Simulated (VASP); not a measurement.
# C (C2/m) in VASP: notebook, part 2 of 3

VASP 6.6.1. Earlier steps stand in the parts before.

## (3) Single point, PBE (the part above a cut slid along it)

INCAR reads:

```
SYSTEM = C
  PREC = Accurate
  ENCUT = 520
  EDIFF = 1E-6
  ISMEAR = 0
  SIGMA = 0.05
  LREAL = .False.
  LASPH = .True.
  NELM = 100
  ALGO = Normal
  ISIF = 2
  LWAVE = .False.
  LCHARG = .False.
  GGA = PE
  NBANDS = 36
```

KPOINTS reads:

```
Automatic mesh
0
Gamma
  10 10 2
  0 0 0
```

POSCAR reads:

```
C
1.0
    1.7834000000     -1.7834000000      0.0000000000
    1.7834000000      0.0000000000     -1.7834000000
    8.6198855600      6.3904572200      6.3904572200
C
12
Direct
    0.5537965267      0.5537965267      0.2708666667
   -0.0434201400     -0.0434201400      0.1042000000
    0.1510131933      0.1510131933      0.4375333333
    0.3454465267      0.3454465267      0.7708666667
    0.7482298600      0.7482298600      0.6042000000
   -0.0573368067     -0.0573368067      0.9375333333
    0.5017090267      0.5017090267      0.3958666667
    0.9044923600      0.9044923600      0.2292000000
    0.0989256933      0.0989256933      0.5625333333
    0.2933590267      0.2933590267      0.8958666667
   -0.3038576400     -0.3038576400      0.7292000000
    0.3072756933      0.3072756933      0.0625333333
```

Potentials or basis: VASP PAW PBE potentials, release 64 (C).

The run is started by

```sh
$ cat potpaw_PBE.64/C/POTCAR > POTCAR
$ mpirun -np 1 vasp_std > vasp.out
```

Run time: 3.3 min. Hardware: 1 thread of Intel Xeon 8259CL, shared host; peak memory 0.24 GiB.

It converged, with:

| Property | Result |
| --- | --- |
| Free energy | -104.1766 eV |
| Pressure | 7.6 GPa |
| Largest force | 4.636 eV/Å |
| Band gap on the k mesh | zero (bands 24 and 25 overlap by 0.14 eV) |

Forces in eV/Å, atoms in the order of the input:
```
C   -0.050 -0.086 -0.086
C    0.844 -0.221 -0.221
C   -0.047 -0.044 -0.044
C   -0.905 -0.214 -0.214
C   -0.090 -0.042 -0.042
C   -3.939 -1.729 -1.729
C    0.090  0.042  0.042
C    0.905  0.214  0.214
C    0.047  0.044  0.044
C   -0.844  0.221  0.221
C    0.050  0.086  0.086
C    3.939  1.729  1.729
```

Stress tensor (GPa, compression positive):
```
30.38 14.27 14.27
14.27 -3.73  3.53
14.27  3.53 -3.73
```

Levels at points of the mesh, in eV from the Fermi level:
| k point | band 22 | band 23 | band 24 | band 25 | band 26 | band 27 |
| --- | --- | --- | --- | --- | --- | --- |
| (0.00, 0.00, 0.00) | -0.90 | -0.84 | 0.12 | 4.68 | 5.11 | 5.38 |
| (0.50, 0.00, 0.00) | -4.06 | -3.71 | -1.30 | 0.35 | 4.22 | 4.32 |
| (0.50, 0.50, 0.00) | -3.98 | -3.43 | -1.90 | 1.66 | 4.05 | 4.64 |
| (0.00, 0.00, 0.50) | -0.79 | -0.77 | -0.59 | 5.10 | 5.13 | 5.33 |
| (0.50, 0.00, 0.50) | -3.90 | -3.55 | -1.23 | 0.29 | 4.14 | 4.60 |
| (0.50, 0.50, 0.50) | -3.82 | -3.73 | -1.74 | 1.54 | 4.21 | 4.34 |

Caveat: the cell differs from its parent crystal (the part above a cut slid along it); the stress differs along the axes, from -4 to 30 GPa; forces of over 1 eV/Å act on the atoms, so gaps and moduli don't describe the material at rest.

## (4) Single point, PBE (the part above a cut slid along it)

INCAR reads:

```
SYSTEM = C
PREC = Accurate
ENCUT = 520
EDIFF = 1E-7
ISMEAR = 0
SIGMA = 0.05
LREAL = .FALSE.
LASPH = .TRUE.
NELM = 60
ALGO = Normal
ISIF = 2
LWAVE = .FALSE.
LCHARG = .FALSE.
GGA = PE
NBANDS = 36
```

KPOINTS reads:

```
Automatic mesh
0
G
  10 10 2
  0 0 0
```

POSCAR reads:

```
C
1.0
    1.7834000000     -1.7834000000      0.0000000000
    1.7834000000      0.0000000000     -1.7834000000
    9.2141144400      6.0933427800      6.0933427800
C
12
Direct
    0.5086701400      0.5086701400      0.2708666667
   -0.0607798600     -0.0607798600      0.1042000000
    0.0781201400      0.0781201400      0.4375333333
    0.2170201400      0.2170201400      0.7708666667
    0.6475701400      0.6475701400      0.6042000000
   -0.2135298600     -0.2135298600      0.9375333333
    0.4357576400      0.4357576400      0.3958666667
    0.8663076400      0.8663076400      0.2292000000
    0.0052076400      0.0052076400      0.5625333333
    0.1441076400      0.1441076400      0.8958666667
   -0.4253423600     -0.4253423600      0.7292000000
    0.2968576400      0.2968576400      0.0625333333
```

Potentials or basis: VASP PAW PBE potentials, release 64 (C).

The run is started by

```sh
$ cat potpaw_PBE.64/C/POTCAR > POTCAR
$ mpirun -np 1 vasp_std > vasp.out
```

OUTCAR:

```text
SYSTEM = C
   PREC = Accurate
   ENCUT = 520
   EDIFF = 1E-7
   ISMEAR = 0
   LREAL = .FALSE.
   LASPH = .TRUE.
   NELM = 60
   ISIF = 2
   GGA = PE

 ion  position               nearest neighbor table
   1  0.509  0.509  0.271-   7 1.54   8 1.54   8 1.54   8 1.54
   2  0.939  0.939  0.104-   8 1.54  12 1.54  12 1.54  12 1.54
   3  0.078  0.078  0.438-   7 1.54   7 1.54   7 1.54   9 1.54
   4  0.217  0.217  0.771-  10 1.54  11 1.54  11 1.54  11 1.54
   5  0.648  0.648  0.604-  11 1.54   9 1.54   9 1.54   9 1.54
   6  0.786  0.786  0.938-  10 1.54  10 1.54  10 1.54  12 2.03  12 2.03
   7  0.436  0.436  0.396-   3 1.54   3 1.54   3 1.54   1 1.54
   8  0.866  0.866  0.229-   2 1.54   1 1.54   1 1.54   1 1.54
   9  0.005  0.005  0.563-   3 1.54   5 1.54   5 1.54   5 1.54
  10  0.144  0.144  0.896-   6 1.54   6 1.54   6 1.54   4 1.54
  11  0.575  0.575  0.729-   5 1.54   4 1.54   4 1.54   4 1.54
  12  0.297  0.297  0.063-   2 1.54   2 1.54   2 1.54   6 2.03   6 2.03

  LATTYP: Found a base centered monoclinic cell.
 ALAT       =     4.3684200073
 B/A-ratio  =     0.5773502692
 C/A-ratio  =     2.8589576580
 COS(beta)  =    -0.1457524209

  Lattice vectors:

 A1 = (   1.7834000000,  -1.7834000000,   0.0000000000)
 A2 = (   1.7834000000,   0.0000000000,  -1.7834000000)
 A3 = (   5.6473144400,   7.8767427800,   7.8767427800)

Analysis of symmetry for initial positions (statically):
=====================================================================
 Subroutine PRICEL returns:
 Original cell was already a primitive cell.

 Routine SETGRP: Setting up the symmetry group for a
 base centered monoclinic supercell.

 Subroutine GETGRP returns: Found  4 space group operations
 (whereof  2 operations were pure point group operations)
 out of a pool of  4 trial point group operations.

The static configuration has the point symmetry C_1h.
 The point group associated with its full space group is C_2h.

Analysis of symmetry for dynamics (positions and initial velocities):
=====================================================================
 Subroutine PRICEL returns:
 Original cell was already a primitive cell.

 Routine SETGRP: Setting up the symmetry group for a
 base centered monoclinic supercell.

 Subroutine GETGRP returns: Found  4 space group operations
 (whereof  2 operations were pure point group operations)
 out of a pool of  4 trial point group operations.

The dynamic configuration has the point symmetry C_1h.
 The point group associated with its full space group is C_2h.

 Subroutine INISYM returns: Found  4 space group operations
 (whereof  2 operations are pure point group operations),
 and found     1 'primitive' translations

----------------------------------------------------------------------------------------

                                     Primitive cell

  volume of cell :      68.0656

  direct lattice vectors                    reciprocal lattice vectors
     1.783400000 -1.783400000  0.000000000     0.159652910 -0.401073792  0.159652910
[... 85 lines left out ...]
  0.300000  0.300000  0.000000      2.000000
  0.400000  0.300000  0.000000      4.000000
 [... further k-points ...]
   k-points           NKPTS =     62   k-points in BZ     NKDIM =     62   number of bands    NBANDS=     36
   number of dos      NEDOS =    301   number of ions     NIONS =     12
   total plane-waves  NPLWV =  38400
   dimension x,y,z NGX =    20 NGY =   20 NGZ =   96
   dimension x,y,z NGXF=    40 NGYF=   40 NGZF=  192
   ions per type =              12
   NGX,Y,Z   is equivalent  to a cutoff of  13.18, 13.18, 12.65 a.u.
   NGXF,Y,Z  is equivalent  to a cutoff of  26.37, 26.37, 25.30 a.u.
 SYSTEM =  C
   PREC   = accura    normal or accurate (medium, high low for compatibility)
   ISTART =      0    job   : 0-new  1-cont  2-samecut
   ICHARG =      2    charge: 1-file 2-atom 10-const
   ISPIN  =      1    spin polarized calculation?
   LNONCOLLINEAR =      F non collinear calculations
   LSORBIT =      F    spin-orbit coupling
   LASPH  =      T    aspherical Exc in radial PAW
   ENCUT  =  520.0 eV  38.22 Ry    6.18 a.u.   4.69  4.69 23.46*2*pi/ulx,y,z
   NELM   =     60;   NELMIN=  2; NELMDL= -5     # of ELM steps
   EDIFF  = 0.1E-06   stopping-criterion for ELM
   LREAL  =      F    real-space projection
   EDIFFG = 0.1E-05   stopping-criterion for IOM
   NSW    =      0    number of steps for IOM
   IBRION =     -1    ionic relax: 0-MD 1-quasi-New 2-CG
   NFREE  =      0    steps in history (QN), initial steepest desc. (CG)
   ISIF   =      2    stress and relaxation
   ISYM   =      2    0-nonsym 1-usesym 2-fastsym
   POTIM  = 0.5000    time-step for ionic-motion
   TEBEG  =    0.0;   TEEND  =   0.0 temperature during run
   PSTRESS=    0.0 pullay stress
   NELECT =      48.0000    total number of electrons
   NUPDOWN=      -1.0000    fix difference up-down
   EMIN   =  10.00;   EMAX   =-10.00  energy-range for DOS
   EFERMI =   0.00;   METHOD = LEGACY
   ISMEAR =     0;   SIGMA  =   0.05  broadening in eV -4-tet -1-fermi 0-gaus
   EFERMI_NEDOS =   21; number of points for ismear=-14 and -15
   IALGO  =     38    algorithm
   IMIX   =      4    mixing-type and parameters
     AMIX     =   0.40;   BMIX     =  1.00
     AMIX_MAG =   1.60;   BMIX_MAG =  1.00
  volume/ion in A,a.u.               =       5.67        38.28
  Fermi-wavevector in a.u.,A,eV,Ry     =   1.457178  2.753668 28.890189  2.123369
  Thomas-Fermi vector in A             =   2.574010
   LORBIT       =      0    0 simple, 1 ext, 2 COOP (PROOUT), +10 PAW based schemes
   GGA     = PE    functional components
   LHFCALC =     F    Hartree Fock is set to
   AEXX    =    0.0000 exact exchange contribution
   IVDW    =     0    specifies the selected vdW correction
   LEPSILON=     F    determine dielectric tensor
   LRPA    =     F    only Hartree local field effects (RPA)
 non-spin polarized calculation
 Gauss-broadening in eV      SIGMA  =   0.05
  energy-cutoff  :      520.00
  volume of cell :       68.07
 maximum number of plane-waves:      1852
   NGX =  9   NGY =  9   NGZ = 47

 number of electron      47.9999996 magnetization

 Free energy of the ion-electron system (eV)
  ---------------------------------------------------
  ext. energy  EPLUGINS =         0.00000000
  ---------------------------------------------------
  free energy    TOTEN  =      -105.41038526 eV

  energy without entropy =     -105.40992942  energy(sigma->0) =     -105.41015734

 E-fermi :  10.0856     XC(G=0): -13.3053

 val. band max:        9.9226950332   @ k =   0.1000   0.1000   0.0000
 cond. band min:      10.1096802602   @ k =   0.1000   0.0000   0.0000
 fundamental gap:      0.1869852270
 Fermi energy:        10.0856483909

 k-point     1 :       0.0000    0.0000    0.0000
  band No.  band energies     occupation
      1     -11.7354      2.00000
      2     -10.9883      2.00000
      3     -10.9253      2.00000
      4      -8.7559      2.00000
      5      -8.6521      2.00000
      6      -5.9926      2.00000
[... 925 lines left out ...]
     35      19.2244      0.00000
     36      19.9140      0.00000

 [... further k-points ...]

------------------------ aborting loop because EDIFF is reached ----------------------------------------

  FORCE on cell =-STRESS in cart. coord.  units (eV):
  Direction    XX          YY          ZZ          XY          YZ          ZX
  --------------------------------------------------------------------------------------
  -------------------------------------------------------------------------------------
  Total        3.6692225      0.3125545      0.3125545      3.5330295      3.3852127      3.5330293
  in kB       86.3688417      7.3571365      7.3571365     83.1630306     79.6836121     83.1630266
  external PRESSURE =      33.6943715 kB  Pullay stress =       0.0000000 kB

 VOLUME and BASIS-vectors are now :
 -----------------------------------------------------------------------------
  energy-cutoff  :      520.00
  volume of cell :       68.07
      direct lattice vectors                 reciprocal lattice vectors
     1.783400000 -1.783400000  0.000000000     0.159652910 -0.401073792  0.159652910
     1.783400000  0.000000000 -1.783400000     0.159652910  0.159652910 -0.401073792
     9.214114440  6.093342780  6.093342780     0.046727225  0.046727225  0.046727225

 POSITION                                       TOTAL-FORCE (eV/Angst)
 -----------------------------------------------------------------------------------
      4.31012      0.74332      0.74332        -0.010014     -0.047320     -0.047320
      4.31012     -1.04008     -1.04008         0.670186     -0.134843     -0.134843
      4.31012      2.52672      2.52672        -0.037773     -0.037972     -0.037972
      7.87692      4.31012      4.31012        -0.324618     -0.143074     -0.143074
      7.87692      2.52672      2.52672        -0.054819     -0.045949     -0.045949
     11.44372      4.31012      4.31012        -1.128869     -2.079485     -2.079485
      5.20182      1.63502      1.63502         0.054819      0.045949      0.045949
      5.20182     -0.14838     -0.14838         0.324618      0.143074      0.143074
      5.20182      3.41842      3.41842         0.037773      0.037972      0.037972
      8.76862      5.20182      5.20182        -0.670186      0.134843      0.134843
      8.76862      3.41842      3.41842         0.010014      0.047320      0.047320
      1.63502     -0.14838     -0.14838         1.128869      2.079485      2.079485
 -----------------------------------------------------------------------------------
    total drift:                               -0.000003      0.000001      0.000001

  FREE ENERGIE OF THE ION-ELECTRON SYSTEM (eV)
  ---------------------------------------------------
  free  energy   TOTEN  =      -105.4103852571 eV

  energy  without entropy=     -105.4099294226  energy(sigma->0) =     -105.41015734
```

Run time: 3.9 min. Hardware: 1 thread of Intel Xeon 8259CL, shared host; peak memory 0.24 GiB.

Results:

- Free energy: -105.4104 eV
- Pressure: 3.4 GPa
- Largest force: 3.150 eV/Å
- Band gap on the k mesh: zero (bands 24 and 25 overlap by 0.80 eV)

Forces in eV/Å, atoms in the order of the input:
```
C   -0.010 -0.047 -0.047
C    0.670 -0.135 -0.135
C   -0.038 -0.038 -0.038
C   -0.325 -0.143 -0.143
C   -0.055 -0.046 -0.046
C   -1.129 -2.079 -2.079
C    0.055  0.046  0.046
C    0.325  0.143  0.143
C    0.038  0.038  0.038
C   -0.670  0.135  0.135
C    0.010  0.047  0.047
C    1.129  2.079  2.079
```

Stress tensor (GPa, compression positive):
```
8.64 8.32 8.32
8.32 0.74 7.97
8.32 7.97 0.74
```

Caveat: the cell differs from its parent crystal (the part above a cut slid along it); the stress differs along the axes, from 1 to 9 GPa; forces of over 1 eV/Å act on the atoms, so gaps and moduli don't describe the material at rest.

(Part 2 of 3 ends here.)

The gap in the log of VASP goes by the Fermi energy; the results here count the filled bands.